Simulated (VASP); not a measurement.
# Hg3Pt (Pm-3m) in VASP: further runs

Hg3Pt is run at these levels: LDA; tasks: relaxation of cell and atoms.

Everything below comes from runs of VASP 6.6.1. Logs are shortened: lines on timing, memory, paths and dates and some standing lists are left out, and cuts for length are marked.

### Step 1. The cell of the first run

The structure is cubic, space group Pm-3m (No. 221). The conventional cell has a = 4.344 Å, b = 4.344 Å, c = 4.344 Å, α = 90.00°, β = 90.00°, γ = 90.00°. Within 4.0 Å of Hg (site symmetry 4/mmm) lie 8 Hg at 3.07 Å and 4 Pt at 3.07 Å. Within 4.0 Å of Pt (site symmetry m-3m) lie 12 Hg at 3.07 Å.

### Step 2. Relaxation of cell and atoms, LDA, target pressure -2 GPa, at which the enthalpy is minimised

INCAR reads:

```
SYSTEM = Hg3Pt
ALGO = Normal
EDIFF = 1E-7
EDIFFG = -0.01
ENCUT = 600
GGA = CA
IBRION = 2
ISIF = 3
ISMEAR = 1
LASPH = .True.
LCHARG = .False.
LREAL = .False.
LWAVE = .False.
NELM = 80
NSW = 80
PREC = Accurate
PSTRESS = -20.0
SIGMA = 0.15
```

KPOINTS reads:

```
k-points
0
Gamma
  5 5 5
  0 0 0
```

POSCAR reads:

```
Hg3Pt
1.0
    4.3442210000      0.0000000000      0.0000000000
    0.0000000000      4.3442210000      0.0000000000
    0.0000000000      0.0000000000      4.3442210000
Hg Pt
3 1
Direct
    0.0000000000      0.5000000000      0.5000000000
    0.5000000000      0.0000000000      0.5000000000
    0.5000000000      0.5000000000      0.0000000000
    0.0000000000      0.0000000000      0.0000000000
```

Potentials or basis: VASP PAW LDA potentials, release 64 (Hg, Pt).

Command:

```
> cat potpaw_LDA.64/Hg/POTCAR potpaw_LDA.64/Pt/POTCAR > POTCAR
> mpirun -np 1 vasp_std > vasp.out
```

OUTCAR:

```text
SYSTEM = Hg3Pt
   EDIFF = 1E-7
   EDIFFG = -0.01
   ENCUT = 600
   GGA = CA
   IBRION = 2
   ISIF = 3
   ISMEAR = 1
   LASPH = .True.
   LREAL = .False.
   NELM = 80
   NSW = 80
   PREC = Accurate
   PSTRESS = -20.0

 ion  position               nearest neighbor table
   1  0.000  0.500  0.500-   2 3.07   3 3.07   4 3.07   3 3.07   4 3.07   2 3.07   4 3.07   4 3.07
                             2 3.07   3 3.07   3 3.07   2 3.07
   2  0.500  0.000  0.500-   1 3.07   3 3.07   4 3.07   3 3.07   4 3.07   1 3.07   3 3.07   3 3.07
                             1 3.07   4 3.07   4 3.07   1 3.07
   3  0.500  0.500  0.000-   1 3.07   2 3.07   4 3.07   1 3.07   2 3.07   2 3.07   4 3.07   2 3.07
                             1 3.07   4 3.07   1 3.07   4 3.07
   4  0.000  0.000  0.000-   1 3.07   2 3.07   3 3.07   1 3.07   2 3.07   1 3.07   3 3.07   1 3.07
                             2 3.07   3 3.07   2 3.07   3 3.07

  LATTYP: Found a simple cubic cell.
 ALAT       =     4.3442210000

  Lattice vectors:

 A1 = (   4.3442210000,   0.0000000000,   0.0000000000)
 A2 = (   0.0000000000,   4.3442210000,   0.0000000000)
 A3 = (   0.0000000000,   0.0000000000,   4.3442210000)

Analysis of symmetry for initial positions (statically):
=====================================================================
 Subroutine PRICEL returns:
 Original cell was already a primitive cell.

 Routine SETGRP: Setting up the symmetry group for a
 simple cubic supercell.

 Subroutine GETGRP returns: Found 48 space group operations
 (whereof 48 operations were pure point group operations)
 out of a pool of 48 trial point group operations.

The static configuration has the point symmetry O_h .

Analysis of symmetry for dynamics (positions and initial velocities):
=====================================================================
 Subroutine PRICEL returns:
 Original cell was already a primitive cell.

 Routine SETGRP: Setting up the symmetry group for a
 simple cubic supercell.

 Subroutine GETGRP returns: Found 48 space group operations
 (whereof 48 operations were pure point group operations)
 out of a pool of 48 trial point group operations.

The dynamic configuration has the point symmetry O_h .

 Subroutine INISYM returns: Found 48 space group operations
 (whereof 48 operations are pure point group operations),
 and found     1 'primitive' translations

----------------------------------------------------------------------------------------

                                     Primitive cell

  volume of cell :      81.9853

  direct lattice vectors                    reciprocal lattice vectors
     4.344221000  0.000000000  0.000000000     0.230190867  0.000000000  0.000000000
     0.000000000  4.344221000  0.000000000     0.000000000  0.230190867  0.000000000
     0.000000000  0.000000000  4.344221000     0.000000000  0.000000000  0.230190867

  length of vectors
     4.344221000  4.344221000  4.344221000     0.230190867  0.230190867  0.230190867

  position of ions in fractional coordinates (direct lattice)
     0.000000000  0.500000000  0.500000000
     0.500000000  0.000000000  0.500000000
     0.500000000  0.500000000  0.000000000
     0.000000000  0.000000000  0.000000000

  ion indices of the primitive-cell ions
   primitive index   ion index
                 1           1
                 2           2
                 3           3
                 4           4

----------------------------------------------------------------------------------------

 KPOINTS: k-points

Automatic generation of k-mesh.
 Grid dimensions read from file:
 generate k-points for:    5    5    5

 Generating k-lattice:

  Cartesian coordinates                     Fractional coordinates (reciprocal lattice)
     0.046038173  0.000000000  0.000000000     0.200000000  0.000000000  0.000000000
     0.000000000  0.046038173  0.000000000     0.000000000  0.200000000  0.000000000
     0.000000000  0.000000000  0.046038173     0.000000000  0.000000000  0.200000000

  Length of vectors
     0.046038173  0.046038173  0.046038173

  Shift w.r.t. Gamma in fractional coordinates (k-lattice)
     0.000000000  0.000000000  0.000000000

 Subroutine IBZKPT returns following result:
 ===========================================

 Found     10 irreducible k-points:

 Following reciprocal coordinates:
            Coordinates               Weight
  0.000000  0.000000  0.000000      1.000000
  0.200000  0.000000  0.000000      6.000000
  0.400000  0.000000  0.000000      6.000000
  0.200000  0.200000  0.000000     12.000000
  0.400000  0.200000  0.000000     24.000000
  0.400000  0.400000  0.000000     12.000000
  0.200000  0.200000  0.200000      8.000000
  0.400000  0.200000  0.200000     24.000000
  0.400000  0.400000  0.200000     24.000000
  0.400000  0.400000  0.400000      8.000000
   k-points           NKPTS =     10   k-points in BZ     NKDIM =     10   number of bands    NBANDS=     27
   number of dos      NEDOS =    301   number of ions     NIONS =      4
   total plane-waves  NPLWV =  46656
   dimension x,y,z NGX =    36 NGY =   36 NGZ =   36
   dimension x,y,z NGXF=    72 NGYF=   72 NGZF=   72
   ions per type =               3   1
   NGX,Y,Z   is equivalent  to a cutoff of  13.78, 13.78, 13.78 a.u.
   NGXF,Y,Z  is equivalent  to a cutoff of  27.55, 27.55, 27.55 a.u.
 SYSTEM =  Hg3Pt
   PREC   = accura    normal or accurate (medium, high low for compatibility)
   ISTART =      0    job   : 0-new  1-cont  2-samecut
   ICHARG =      2    charge: 1-file 2-atom 10-const
   ISPIN  =      1    spin polarized calculation?
   LNONCOLLINEAR =      F non collinear calculations
   LSORBIT =      F    spin-orbit coupling
   LASPH  =      T    aspherical Exc in radial PAW
   ENCUT  =  600.0 eV  44.10 Ry    6.64 a.u.   8.68  8.68  8.68*2*pi/ulx,y,z
   NELM   =     80;   NELMIN=  2; NELMDL= -5     # of ELM steps
   EDIFF  = 0.1E-06   stopping-criterion for ELM
   LREAL  =      F    real-space projection
   EDIFFG = -.1E-01   stopping-criterion for IOM
   NSW    =     80    number of steps for IOM
   IBRION =      2    ionic relax: 0-MD 1-quasi-New 2-CG
   NFREE  =      1    steps in history (QN), initial steepest desc. (CG)
   ISIF   =      3    stress and relaxation
   ISYM   =      2    0-nonsym 1-usesym 2-fastsym
   POTIM  = 0.5000    time-step for ionic-motion
   TEBEG  =    0.0;   TEEND  =   0.0 temperature during run
   PSTRESS=  -20.0 pullay stress
   NELECT =      46.0000    total number of electrons
   NUPDOWN=      -1.0000    fix difference up-down
   EMIN   =  10.00;   EMAX   =-10.00  energy-range for DOS
   EFERMI =   0.00;   METHOD = LEGACY
   ISMEAR =     1;   SIGMA  =   0.15  broadening in eV -4-tet -1-fermi 0-gaus
   EFERMI_NEDOS =   21; number of points for ismear=-14 and -15
   IALGO  =     38    algorithm
   IMIX   =      4    mixing-type and parameters
     AMIX     =   0.40;   BMIX     =  1.00
     AMIX_MAG =   1.60;   BMIX_MAG =  1.00
  volume/ion in A,a.u.               =      20.50       138.32
  Fermi-wavevector in a.u.,A,eV,Ry     =   1.350254  2.551610 24.805956  1.823186
  Thomas-Fermi vector in A             =   2.477774
   LORBIT       =      0    0 simple, 1 ext, 2 COOP (PROOUT), +10 PAW based schemes
   GGA     = CA    functional components
   LHFCALC =     F    Hartree Fock is set to
   AEXX    =    0.0000 exact exchange contribution
   IVDW    =     0    specifies the selected vdW correction
   LEPSILON=     F    determine dielectric tensor
   LRPA    =     F    only Hartree local field effects (RPA)
 conjugate gradient relaxation of ions
 non-spin polarized calculation
 Methfessel and Paxton  Order N= 1 SIGMA  =   0.15
  energy-cutoff  :      600.00
  volume of cell :       81.99
 maximum number of plane-waves:      2777
 NGX is ok and might be reduce to    36
   NGX = 17   NGY = 17   NGZ = 17

--------------------------------------- Ionic step        1  -------------------------------------------

 number of electron      46.0000010 magnetization

 Free energy of the ion-electron system (eV)
  ---------------------------------------------------
  ext. energy  EPLUGINS =         0.00000000
  ---------------------------------------------------
  free energy    TOTEN  =        -9.74377056 eV

  energy without entropy =       -9.73928883  energy(sigma->0) =       -9.74227665

------------------------ aborting loop because EDIFF is reached ----------------------------------------

  FORCE on cell =-STRESS in cart. coord.  units (eV):
  Direction    XX          YY          ZZ          XY          YZ          ZX
  --------------------------------------------------------------------------------------
  -------------------------------------------------------------------------------------
  Total       -5.0282858     -5.0282858     -5.0282858      0.0000000      0.0000000     -0.0000000
  in kB      -98.2640831    -98.2640831    -98.2640831      0.0000000      0.0000000     -0.0000000
  external PRESSURE =     -78.2640831 kB  Pullay stress =     -20.0000000 kB

 VOLUME and BASIS-vectors are now :
 -----------------------------------------------------------------------------
  energy-cutoff  :      600.00
  volume of cell :       81.99
      direct lattice vectors                 reciprocal lattice vectors
     4.344221000  0.000000000  0.000000000     0.230190867  0.000000000  0.000000000
     0.000000000  4.344221000  0.000000000     0.000000000  0.230190867  0.000000000
     0.000000000  0.000000000  4.344221000     0.000000000  0.000000000  0.230190867
[... 10 lines left out ...]
  FREE ENERGIE OF THE ION-ELECTRON SYSTEM (eV)
  ---------------------------------------------------
  free  energy   TOTEN  =        -9.7437705562 eV

  energy  without entropy=       -9.7392888296  energy(sigma->0) =       -9.74227665

  enthalpy is  TOTEN    =       -10.7671934910 eV   P V=       -1.0234229348

--------------------------------------- Ionic step        2  -------------------------------------------

 number of electron      46.0000007 magnetization

 E-fermi :   6.3391     XC(G=0): -12.7911

 val. band max:        6.1062735054   @ k =   0.4000   0.4000   0.2000
 cond. band min:       6.3836063801   @ k =   0.4000   0.2000   0.0000
 fundamental gap:      0.2773328746
 Fermi energy:         6.3390918811

 k-point     1 :       0.0000    0.0000    0.0000
  band No.  band energies     occupation
      1      -5.1078      2.00000
      2      -3.5650      2.00000
      3      -3.1843      2.00000
      4      -3.1843      2.00000
      5      -3.1843      2.00000
      6      -2.9549      2.00000
[... 19 lines left out ...]
     26       9.1931     -0.00000
     27      10.3221      0.00000
[... 419 lines left out ...]
  FREE ENERGIE OF THE ION-ELECTRON SYSTEM (eV)
  ---------------------------------------------------
  free  energy   TOTEN  =       -10.0060146745 eV

  energy  without entropy=      -10.0050999209  energy(sigma->0) =      -10.00570976

  enthalpy is  TOTEN    =       -10.9476179966 eV   P V=       -0.9416033221

--------------------------------------- Ionic step        6  -------------------------------------------

 number of electron      45.9999994 magnetization

 Free energy of the ion-electron system (eV)
  ---------------------------------------------------
  ext. energy  EPLUGINS =         0.00000000
  ---------------------------------------------------
  free energy    TOTEN  =       -10.00676153 eV

  energy without entropy =      -10.00585736  energy(sigma->0) =      -10.00646014

 E-fermi :   5.4474     XC(G=0): -12.4285

 val. band max:        5.2848516534   @ k =   0.4000   0.4000   0.2000
 cond. band min:       5.4944085894   @ k =   0.4000   0.2000   0.0000
 fundamental gap:      0.2095569360
 Fermi energy:         5.4474325882

 k-point     1 :       0.0000    0.0000    0.0000
  band No.  band energies     occupation
      1      -5.2360      2.00000
      2      -3.8392      2.00000
      3      -3.5091      2.00000
      4      -3.5091      2.00000
      5      -3.5091      2.00000
      6      -3.2667      2.00000
[... 19 lines left out ...]
     26       7.9653     -0.00000
     27       9.1039      0.00000
[... 290 lines left out ...]
 POSITION                                       TOTAL-FORCE (eV/Angst)
 -----------------------------------------------------------------------------------
      0.00000      2.11207      2.11207         0.000000     -0.000000      0.000000
      2.11207      0.00000      2.11207        -0.000000      0.000000      0.000000
      2.11207      2.11207     -0.00000        -0.000000     -0.000000      0.000000
      0.00000      0.00000      0.00000        -0.000000     -0.000000      0.000000
 -----------------------------------------------------------------------------------
    total drift:                                0.000000      0.000000      0.000000

  FREE ENERGIE OF THE ION-ELECTRON SYSTEM (eV)
  ---------------------------------------------------
  free  energy   TOTEN  =       -10.0067615335 eV

  energy  without entropy=      -10.0058573623  energy(sigma->0) =      -10.00646014

  enthalpy is  TOTEN    =       -10.9476363000 eV   P V=       -0.9408747665

 reached required accuracy - stopping structural energy minimisation
```

Run time: 67 s. Hardware: 1 thread of Intel Xeon Platinum 8488C (Sapphire Rapids), shared host; peak memory 0.2 GiB.

What came out:

| Quantity | Value |
| --- | --- |
| Free energy | -10.0068 eV |
| Relaxed volume | 18.84 Å³/atom |
| Relaxed cell | a = 4.224 Å, b = 4.224 Å, c = 4.224 Å, α = 90.00°, β = 90.00°, γ = 90.00° |
| Space group after relaxing (to 0.1 Å) | Pm-3m (No. 221) |
| Energy change on relaxing (the run minimises the enthalpy) | -65.7 meV/atom |
| Ionic steps | 6 |
| Pressure after relaxing | -2.0 GPa |
| Band gap on the k mesh | zero (bands 23 and 24 overlap by 2.42 eV) |

Step by step:
| step | energy change (eV) | largest force (eV/Å) | pressure (GPa) | volume (Å³) |
| --- | --- | --- | --- | --- |
| 1 | 0.0000 | 0.0000 | -9.83 | 81.99 |
| 2 | -0.1909 | 0.0000 | 7.63 | 70.67 |
| 3 | -0.2624 | 0.0000 | -2.09 | 75.42 |
| 4 | -0.2639 | 0.0000 | -1.88 | 75.29 |
| 5 | -0.2622 | 0.0000 | -2.10 | 75.43 |
| 6 | -0.2630 | 0.0000 | -2.01 | 75.37 |

Final structure:
```
CELL_PARAMETERS angstrom
4.22413 0.00000 0.00000
0.00000 4.22413 0.00000
0.00000 0.00000 4.22413
ATOMIC_POSITIONS crystal
Hg 0.00000 0.50000 0.50000
Hg 0.50000 0.00000 0.50000
Hg 0.50000 0.50000 0.00000
Pt 0.00000 0.00000 0.00000
```

Levels at points of the mesh, in eV from the Fermi level:
```csv
k point,band 19,band 20,band 21,band 22,band 23,band 24,band 25,band 26,band 27
"(0.00, 0.00, 0.00)",-1.65,-1.65,-1.65,-0.44,-0.44,-0.44,2.52,2.52,3.66
```

Caveat: the cell is relaxed towards a set pressure, so the run minimises the enthalpy, not the energy; spin-orbit coupling is left out, which moves the levels of the heavy elements.

[end of part 1 of 2]
